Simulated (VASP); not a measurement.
# Pb23O48 (a cell with a defect) in VASP: single point with PBEsol

Aim: the single point of Pb23O48 (a cell with a defect) with PBEsol.

Everything below comes from runs of VASP 6.6.1. Logs are shortened: lines on timing, memory, paths and dates and some standing lists are left out, and cuts for length are marked.

### Step 1. The cell of the first run

The cell holds a defect, 71 atoms: a = 9.994 Å, b = 9.994 Å, c = 10.229 Å, α = 90.00°, β = 90.00°, γ = 90.00°.

### Step 2. Single point, PBEsol

Contents of INCAR:

```
SYSTEM = Pb23O48
ALGO = Normal
EDIFF = 1E-6
ENCUT = 520
GGA = PS
ISIF = 2
ISMEAR = -1
ISYM = 0
LASPH = .TRUE.
LCHARG = .FALSE.
LREAL = Auto
LWAVE = .FALSE.
NBANDS = 346
NCORE = 4
NELECT = 614.0
NELM = 60
PREC = Accurate
SIGMA = 0.05
```

Contents of KPOINTS:

```
Automatic mesh
0
Gamma
  1 1 1
  0.25 0.25 0.25
```

Contents of POSCAR:

```
Pb23O48
1.0
    9.9944540000      0.0000000000      0.0000000000
    0.0000000000      9.9944540000      0.0000000000
    0.0000000000      0.0000000000     10.2294090000
Pb O
23 48
Direct
    0.9999460000      0.9996880000      0.0010770000
    0.9996200000      0.9994960000      0.3333680000
    0.9995280000      0.9993630000      0.6657120000
    0.9999430000      0.4995390000      0.9995940000
    0.9996580000      0.4994130000      0.3333720000
    0.9996160000      0.4994440000      0.6671700000
    0.4998590000      0.9995040000      0.9996350000
    0.4995860000      0.9995260000      0.3334070000
    0.4996570000      0.9994190000      0.6671730000
    0.5002870000      0.4999510000      0.0074990000
    0.4991730000      0.4991350000      0.6593560000
    0.2537480000      0.2534950000      0.1699710000
    0.2528950000      0.2527510000      0.4976610000
    0.2489270000      0.2486180000      0.8338290000
    0.2537880000      0.7458390000      0.1659460000
    0.2532150000      0.7453890000      0.5008030000
    0.2517820000      0.7477030000      0.8334030000
    0.7459430000      0.2535050000      0.1659970000
    0.7455320000      0.2530270000      0.5008460000
    0.7478470000      0.2515490000      0.8334240000
    0.7464680000      0.7461430000      0.1691750000
    0.7456150000      0.7454650000      0.4968550000
    0.7507030000      0.7504000000      0.8330030000
    0.1543310000      0.1539520000      0.0028960000
    0.1500400000      0.1492140000      0.3334100000
    0.1541990000      0.1534090000      0.6649340000
    0.1464690000      0.6578600000      0.9970440000
    0.1446290000      0.6601160000      0.3331960000
    0.1450340000      0.6588150000      0.6698430000
    0.6584010000      0.1457840000      0.9970410000
    0.6606660000      0.1440900000      0.3332990000
    0.6599210000      0.1439240000      0.6698880000
    0.6557550000      0.6548780000      0.9980660000
    0.6576090000      0.6566450000      0.3325820000
    0.6551460000      0.6543160000      0.6680980000
    0.3443580000      0.3446660000      0.9987340000
    0.3418140000      0.3421510000      0.3342500000
    0.3437650000      0.3440770000      0.6687760000
    0.3395480000      0.8550750000      0.9970880000
    0.3389320000      0.8545560000      0.3335270000
    0.3407850000      0.8534240000      0.6695910000
    0.8544580000      0.3401380000      0.9971100000
    0.8545430000      0.3389230000      0.3335120000
    0.8530430000      0.3411550000      0.6696010000
    0.8452470000      0.8456540000      0.0018850000
    0.8493850000      0.8496080000      0.3333730000
    0.8450850000      0.8451490000      0.6639020000
    0.0973490000      0.4060590000      0.1658430000
    0.0967450000      0.4057330000      0.5011200000
    0.0989360000      0.4056660000      0.8333500000
    0.0975950000      0.9010600000      0.1649740000
    0.0978000000      0.9012970000      0.5018150000
    0.0951320000      0.9035690000      0.8333780000
    0.5992910000      0.3997650000      0.1607260000
    0.5985670000      0.3989400000      0.5063420000
    0.5945330000      0.4041330000      0.8333810000
    0.5931880000      0.9021220000      0.1657050000
    0.5926740000      0.9015590000      0.5009220000
    0.5926760000      0.8994090000      0.8334050000
    0.4066590000      0.0974230000      0.1658490000
    0.4064690000      0.0971300000      0.5011590000
    0.4064890000      0.0991580000      0.8333880000
    0.4006900000      0.5998330000      0.1605870000
    0.3998420000      0.5991010000      0.5061620000
    0.4047460000      0.5948220000      0.8334360000
    0.9015220000      0.0977230000      0.1649220000
    0.9019520000      0.0980840000      0.5017960000
    0.9043310000      0.0955040000      0.8334390000
    0.9027540000      0.5932360000      0.1655830000
    0.9023400000      0.5931080000      0.5009450000
    0.9003570000      0.5930220000      0.8334500000
```

Potentials or basis: VASP PAW PBE potentials, release 64 (Pb_d, O).

Launch:

```console
$ cat potpaw_PBE.64/Pb_d/POTCAR potpaw_PBE.64/O/POTCAR > POTCAR
$ mpirun -np 4 vasp_std > vasp.out
```

OUTCAR:

```text
SYSTEM = Pb23O48
   EDIFF = 1E-6
   ENCUT = 520
   GGA = PS
   ISIF = 2
   ISMEAR = -1
   ISYM = 0
   LASPH = .TRUE.
   LREAL = Auto
   NELECT = 614.0
   NELM = 60
   PREC = Accurate

 ion  position               nearest neighbor table
   1  1.000  1.000  0.001-  51 2.18  66 2.18  24 2.18  45 2.18  53 2.18  68 2.18   2 3.40   3 3.43
                            14 3.91  23 3.92  17 3.95  20 3.95  15 3.96  18 3.97  21 3.97  12 3.98
   2  1.000  0.999  0.333-  46 2.12  25 2.12  67 2.21  51 2.21  66 2.21  52 2.21   1 3.40   3 3.40
                            21 3.95  13 3.95  22 3.96  12 3.96  18 3.98  19 3.98  16 3.98  15 3.98
   3  1.000  0.999  0.666-  67 2.18  52 2.18  47 2.18  26 2.18  53 2.18  68 2.18   2 3.40   1 3.43
                            23 3.91  14 3.92  20 3.95  17 3.95  19 3.96  16 3.96  13 3.97  22 3.98
   4  1.000  0.500  1.000-  27 2.16  42 2.16  69 2.17  48 2.17  50 2.18  71 2.18   6 3.40   5 3.41
                            14 3.92  17 3.92  20 3.92  18 3.92  15 3.92  23 3.92  21 3.94  12 3.94
   5  1.000  0.499  0.333-  43 2.16  28 2.16  48 2.18  70 2.18  49 2.18  69 2.18   4 3.41   6 3.41
                            12 3.91  22 3.91  21 3.91  13 3.91  16 3.92  18 3.92  19 3.93  15 3.93
   6  1.000  0.499  0.667-  44 2.16  29 2.16  49 2.17  70 2.17  71 2.18  50 2.18   4 3.40   5 3.41
                            23 3.92  20 3.92  16 3.92  14 3.92  17 3.92  19 3.93  13 3.94  22 3.94
   7  0.500  1.000  1.000-  30 2.16  39 2.16  57 2.17  60 2.17  59 2.18  62 2.18   9 3.40   8 3.41
                            14 3.92  15 3.92  17 3.92  20 3.92  23 3.92  18 3.92  21 3.94  12 3.94
   8  0.500  1.000  0.333-  40 2.16  31 2.16  60 2.18  58 2.18  61 2.18  57 2.18   9 3.41   7 3.41
                            12 3.91  22 3.91  13 3.91  21 3.91  19 3.92  15 3.92  18 3.93  16 3.93
   9  0.500  0.999  0.667-  41 2.16  32 2.16  61 2.17  58 2.17  62 2.18  59 2.18   7 3.40   8 3.41
[... 63 lines left out ...]
  58  0.593  0.902  0.501-   9 2.17   8 2.18  22 2.18
  59  0.593  0.899  0.833-  23 2.17   7 2.18   9 2.18
  60  0.407  0.097  0.166-   7 2.17   8 2.18  12 2.18
  61  0.406  0.097  0.501-   9 2.17   8 2.18  13 2.19
  62  0.406  0.099  0.833-  14 2.17   9 2.18   7 2.18
  63  0.401  0.600  0.161-  15 2.07  10 2.11
  64  0.400  0.599  0.506-  16 2.07  11 2.11
  65  0.405  0.595  0.833-  17 2.16  11 2.23  10 2.23
  66  0.902  0.098  0.165-   1 2.18  18 2.20   2 2.21
  67  0.902  0.098  0.502-   3 2.18  19 2.20   2 2.21
  68  0.904  0.096  0.833-   1 2.18   3 2.18  20 2.21
  69  0.903  0.593  0.166-   4 2.17   5 2.18  21 2.19
  70  0.902  0.593  0.501-   6 2.17   5 2.18  22 2.18
  71  0.900  0.593  0.833-  23 2.17   4 2.18   6 2.18

IMPORTANT INFORMATION: All symmetrisations will be switched off!
NOSYMM: (Re-)initialisation of all symmetry stuff for point group C_1.

----------------------------------------------------------------------------------------

                                     Primitive cell

  volume of cell :    1021.8066

  direct lattice vectors                    reciprocal lattice vectors
     9.994454000  0.000000000  0.000000000     0.100055491  0.000000000  0.000000000
     0.000000000  9.994454000  0.000000000     0.000000000  0.100055491  0.000000000
     0.000000000  0.000000000 10.229409000     0.000000000  0.000000000  0.097757358

  length of vectors
     9.994454000  9.994454000 10.229409000     0.100055491  0.100055491  0.097757358

  position of ions in fractional coordinates (direct lattice)
     0.999946000  0.999688000  0.001077000
     0.999620000  0.999496000  0.333368000
     0.999528000  0.999363000  0.665712000
     0.999943000  0.499539000  0.999594000
     0.999658000  0.499413000  0.333372000
     0.999616000  0.499444000  0.667170000
[... 63 lines left out ...]
     0.902340000  0.593108000  0.500945000
     0.900357000  0.593022000  0.833450000

  ion indices of the primitive-cell ions
   primitive index   ion index
                 1           1
                 2           2
                 3           3
                 4           4
                 5           5
                 6           6
[... 63 lines left out ...]
                70          70
                71          71

----------------------------------------------------------------------------------------

 KPOINTS: Automatic mesh

Automatic generation of k-mesh.
 Grid dimensions read from file:
 generate k-points for:    1    1    1

 Generating k-lattice:

  Cartesian coordinates                     Fractional coordinates (reciprocal lattice)
     0.100055491  0.000000000  0.000000000     1.000000000  0.000000000  0.000000000
     0.000000000  0.100055491  0.000000000     0.000000000  1.000000000  0.000000000
     0.000000000  0.000000000  0.097757358     0.000000000  0.000000000  1.000000000

  Length of vectors
     0.100055491  0.100055491  0.097757358

  Shift w.r.t. Gamma in fractional coordinates (k-lattice)
     0.250000000  0.250000000  0.250000000

 Subroutine IBZKPT returns following result:
 ===========================================

 Found      4 irreducible k-points:

 Following reciprocal coordinates:
            Coordinates               Weight
  0.250000  0.250000  0.250000      2.000000
 -0.250000  0.250000  0.250000      2.000000
 -0.250000 -0.250000  0.250000      2.000000
  0.250000 -0.250000  0.250000      2.000000
   k-points           NKPTS =      4   k-points in BZ     NKDIM =      4   number of bands    NBANDS=    346
   number of dos      NEDOS =    301   number of ions     NIONS =     71
   total plane-waves  NPLWV = 512000
   dimension x,y,z NGX =    80 NGY =   80 NGZ =   80
   dimension x,y,z NGXF=   160 NGYF=  160 NGZF=  160
   ions per type =              23  48
   NGX,Y,Z   is equivalent  to a cutoff of  13.31, 13.31, 13.00 a.u.
   NGXF,Y,Z  is equivalent  to a cutoff of  26.61, 26.61, 26.00 a.u.
 SYSTEM =  Pb23O48
   PREC   = accura    normal or accurate (medium, high low for compatibility)
   ISTART =      0    job   : 0-new  1-cont  2-samecut
   ICHARG =      2    charge: 1-file 2-atom 10-const
   ISPIN  =      1    spin polarized calculation?
   LNONCOLLINEAR =      F non collinear calculations
   LSORBIT =      F    spin-orbit coupling
   LASPH  =      T    aspherical Exc in radial PAW
   ENCUT  =  520.0 eV  38.22 Ry    6.18 a.u.  18.58 18.58 19.02*2*pi/ulx,y,z
   NELM   =     60;   NELMIN=  2; NELMDL= -5     # of ELM steps
   EDIFF  = 0.1E-05   stopping-criterion for ELM
   LREAL  =      T    real-space projection
   EDIFFG = 0.1E-04   stopping-criterion for IOM
   NSW    =      0    number of steps for IOM
   IBRION =     -1    ionic relax: 0-MD 1-quasi-New 2-CG
   NFREE  =      0    steps in history (QN), initial steepest desc. (CG)
   ISIF   =      2    stress and relaxation
   ISYM   =      0    0-nonsym 1-usesym 2-fastsym
   POTIM  = 0.5000    time-step for ionic-motion
   TEBEG  =    0.0;   TEEND  =   0.0 temperature during run
   PSTRESS=    0.0 pullay stress
   NELECT =     614.0000    total number of electrons
   NUPDOWN=      -1.0000    fix difference up-down
   EMIN   =  10.00;   EMAX   =-10.00  energy-range for DOS
   EFERMI =   0.00;   METHOD = LEGACY
   ISMEAR =    -1;   SIGMA  =   0.05  broadening in eV -4-tet -1-fermi 0-gaus
   EFERMI_NEDOS =   21; number of points for ismear=-14 and -15
   IALGO  =     38    algorithm
   IMIX   =      4    mixing-type and parameters
     AMIX     =   0.40;   BMIX     =  1.00
     AMIX_MAG =   1.60;   BMIX_MAG =  1.00
  volume/ion in A,a.u.               =      14.39        97.12
  Fermi-wavevector in a.u.,A,eV,Ry     =   1.381470  2.610599 25.966158  1.908459
  Thomas-Fermi vector in A             =   2.506251
   LORBIT       =      0    0 simple, 1 ext, 2 COOP (PROOUT), +10 PAW based schemes
   GGA     = PS    functional components
   LHFCALC =     F    Hartree Fock is set to
   AEXX    =    0.0000 exact exchange contribution
   IVDW    =     0    specifies the selected vdW correction
   LEPSILON=     F    determine dielectric tensor
   LRPA    =     F    only Hartree local field effects (RPA)
 non-spin polarized calculation
  energy-cutoff  :      520.00
  volume of cell :     1021.81
 maximum number of plane-waves:     27505
 NGX is ok and might be reduce to    80
   NGX = 37   NGY = 37   NGZ = 39

 number of electron     613.9999985 magnetization

 Free energy of the ion-electron system (eV)
  ---------------------------------------------------
  ext. energy  EPLUGINS =         0.00000000
  ---------------------------------------------------
  free energy    TOTEN  =      -379.44386693 eV

  energy without entropy =     -379.41740924  energy(sigma->0) =     -379.43063808

 E-fermi :   4.1627     XC(G=0): -10.7812

 val. band max:        3.9672014720   @ k =  -0.2500  -0.2500   0.2500
 cond. band min:       4.3340746464   @ k =  -0.2500   0.2500   0.2500
 fundamental gap:      0.3668731744
 Fermi energy:         4.1627497400

 k-point     1 :       0.2500    0.2500    0.2500
  band No.  band energies     occupation
      1     -14.5161      2.00000
      2     -14.3668      2.00000
      3     -14.3121      2.00000
      4     -14.2789      2.00000
      5     -14.2629      2.00000
      6     -14.2289      2.00000
[... 1277 lines left out ...]
    318       6.8693      0.00000
    319       6.8732      0.00000
 [bands above 319 left out]

------------------------ aborting loop because EDIFF is reached ----------------------------------------

  FORCE on cell =-STRESS in cart. coord.  units (eV):
  Direction    XX          YY          ZZ          XY          YZ          ZX
  --------------------------------------------------------------------------------------
  -------------------------------------------------------------------------------------
  Total       46.8405928     46.7906326     46.3757695      2.3813120     -0.0749756     -0.0638971
  in kB       73.4453449     73.3670082     72.7165090      3.7338615     -0.1175606     -0.1001897
  external PRESSURE =      73.1762873 kB  Pullay stress =       0.0000000 kB

 VOLUME and BASIS-vectors are now :
 -----------------------------------------------------------------------------
  energy-cutoff  :      520.00
  volume of cell :     1021.81
      direct lattice vectors                 reciprocal lattice vectors
     9.994454000  0.000000000  0.000000000     0.100055491  0.000000000  0.000000000
     0.000000000  9.994454000  0.000000000     0.000000000  0.100055491  0.000000000
     0.000000000  0.000000000 10.229409000     0.000000000  0.000000000  0.097757358

 POSITION                                       TOTAL-FORCE (eV/Angst)
 -----------------------------------------------------------------------------------
      9.99391      9.99134      0.01102         0.002425      0.004362     -0.023710
      9.99066      9.98942      3.41016         0.000561     -0.001345      0.000251
      9.98974      9.98809      6.80984        -0.004476     -0.003514      0.022621
      9.99388      4.99262     10.22526         0.005554     -0.008892      0.010165
      9.99104      4.99136      3.41020        -0.001473      0.003795      0.001952
      9.99062      4.99167      6.82475        -0.005032      0.007011     -0.005846
[... 63 lines left out ...]
      9.01840      5.92779      5.12437        -0.011484      0.015521     -0.002136
      8.99858      5.92693      8.52570        -0.026000      0.020618      0.002454
 -----------------------------------------------------------------------------------
    total drift:                               -0.019290     -0.006086     -0.005991

  FREE ENERGIE OF THE ION-ELECTRON SYSTEM (eV)
  ---------------------------------------------------
  free  energy   TOTEN  =      -379.4438669275 eV

  energy  without entropy=     -379.4174092381  energy(sigma->0) =     -379.43063808
```

Wall time 20 min (4 MPI ranks of Intel Xeon Platinum 8259CL at 2.50GHz (Skylake/Cascade Lake), shared host); peak memory 0.5 GiB.

Results:

| Quantity | Value |
| --- | --- |
| Free energy | -379.4439 eV |
| Largest force | 0.080 eV/Å |

Forces in eV/Å, atoms in the order of the input:
```
Pb   0.002  0.004 -0.024
Pb   0.001 -0.001  0.000
Pb  -0.004 -0.004  0.023
Pb   0.006 -0.009  0.010
Pb  -0.001  0.004  0.002
Pb  -0.005  0.007 -0.006
Pb  -0.006  0.014  0.008
Pb   0.002 -0.003  0.000
Pb   0.006 -0.006 -0.003
Pb  -0.044 -0.035 -0.029
Pb   0.028  0.027  0.021
Pb  -0.003 -0.002  0.000
Pb  -0.013 -0.018 -0.016
Pb  -0.003  0.000  0.026
Pb  -0.013  0.000  0.013
Pb   0.003  0.006 -0.010
Pb  -0.013  0.010 -0.003
Pb   0.005 -0.011  0.005
Pb   0.010  0.004 -0.009
Pb   0.009 -0.014  0.000
Pb   0.013  0.020  0.018
Pb   0.010  0.003 -0.014
Pb   0.003  0.002 -0.026
O    0.005  0.003 -0.006
O   -0.021 -0.018  0.004
O    0.003  0.005 -0.022
O    0.001  0.016  0.000
O    0.017  0.019  0.004
O    0.024  0.003  0.001
O    0.017  0.003 -0.001
O    0.016  0.011  0.003
O   -0.004  0.026  0.000
O   -0.009 -0.007 -0.004
O   -0.056 -0.052  0.011
O    0.005  0.005  0.026
O   -0.003 -0.005 -0.023
O    0.057  0.056 -0.007
O    0.008  0.006  0.000
O    0.004 -0.029  0.002
O   -0.018 -0.008 -0.002
O   -0.013 -0.006  0.003
O   -0.027 -0.002  0.003
O   -0.014 -0.018  0.001
O   -0.006 -0.015  0.003
O   -0.005 -0.010  0.022
O    0.021  0.022  0.000
O   -0.008 -0.005  0.007
O    0.004 -0.016  0.002
O    0.021 -0.019  0.005
O    0.024 -0.012  0.001
O    0.013 -0.020  0.003
O    0.019 -0.014 -0.017
O    0.017 -0.016  0.002
O    0.009 -0.002  0.024
O    0.001 -0.005 -0.024
O    0.015 -0.009  0.000
O    0.017 -0.026 -0.007
O    0.019 -0.012  0.000
O    0.019 -0.025  0.003
O   -0.017  0.005 -0.003
O   -0.018  0.018  0.004
O   -0.014  0.028  0.004
O    0.001  0.009  0.022
O   -0.001 -0.001 -0.019
O   -0.005  0.011  0.000
O   -0.017  0.015  0.006
O   -0.016  0.019 -0.014
O   -0.016  0.016 -0.002
O   -0.023  0.022 -0.005
O   -0.011  0.016 -0.002
O   -0.026  0.021  0.002
```

Levels at points of the mesh, in eV from the Fermi level:
| k point | band 305 | band 306 | band 307 | band 308 | band 309 | band 310 |
| --- | --- | --- | --- | --- | --- | --- |
| (0.25, 0.25, 0.25) | -0.30 | -0.28 | -0.20 | 0.19 | 1.40 | 1.49 |

Caveat: the cell carries a net charge on a neutralising background, which shifts energy and pressure; the cell is charged against a uniform background, so pressure and absolute levels hang on convention; the PAW data sets were made with another functional, which shifts forces and pressure a little; spin-orbit coupling is left out, which moves the levels of the heavy elements.
